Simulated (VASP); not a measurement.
Wanted: the native input for a VASP 6.6.1 run.

```yaml
Task: single point
Functional: LDA
Potentials_or_basis: VASP PAW LDA potentials, release 64 (Pb_d, Se)
Cutoff: 520 eV
k_mesh: 10 × 10 × 10
Occupations: gaussian, width 0.03 eV
Spin: no spin polarisation
Dipole_correction: no
Further_INCAR_settings: ALGO = Normal; EDIFF = 1e-06; NBANDS = 17
```

The structure of PbSe lies in POSCAR:

```
PbSe
1.0
    0.0000000000      3.0621500000      3.0621500000
    3.0621500000      0.0000000000      3.0621500000
    3.0621500000      3.0621500000      0.0000000000
Pb Se
1 1
Direct
    0.0000000000      0.0000000000      0.0000000000
    0.4285632644      0.4285632644      0.5714367356
```

This cell differs from its parent crystal: all Se atoms moved +0.438 Å, as atom 2 towards its neighbour atom 1 (Pb) at 3.062 Å.

These files were run (other wordings do the same):

INCAR

```
SYSTEM = PbSe
  PREC = Accurate
  ENCUT = 520
  EDIFF = 1E-6
  ISMEAR = 0
  SIGMA = 0.03
  LREAL = .False.
  LASPH = .True.
  NELM = 80
  ALGO = Normal
  ISIF = 2
  LWAVE = .False.
  LCHARG = .False.
  NBANDS = 17
```

KPOINTS

```
regular mesh
0
Gamma
  10 10 10
  0 0 0
```

Potentials or basis: VASP PAW LDA potentials, release 64 (Pb_d, Se).

Command:

```bash
$ cat potpaw_LDA.64/Pb_d/POTCAR potpaw_LDA.64/Se/POTCAR > POTCAR
$ mpirun -np 1 vasp_std > vasp.out
```

Results of the run:

```json
{
  "Pressure": "1.0 GPa",
  "Largest force": "1.146 eV/Å",
  "Band gap on the k mesh": "1.14 eV, indirect (least direct gap 1.28 eV)"
}
```

Caveat: the cell differs from its parent crystal (all Se atoms moved +0.438 Å, as atom 2 towards its neighbour atom 1 (Pb) at 3.062 Å); spin-orbit coupling is left out, which moves the levels of the heavy elements; forces of over 1 eV/Å act on the atoms, so gaps and moduli don't describe the material at rest.

Wall time 28 s on 1 thread of Intel(R) Xeon(R) 6975P-C (Granite Rapids), on a shared host, peak memory 0.23 GiB.
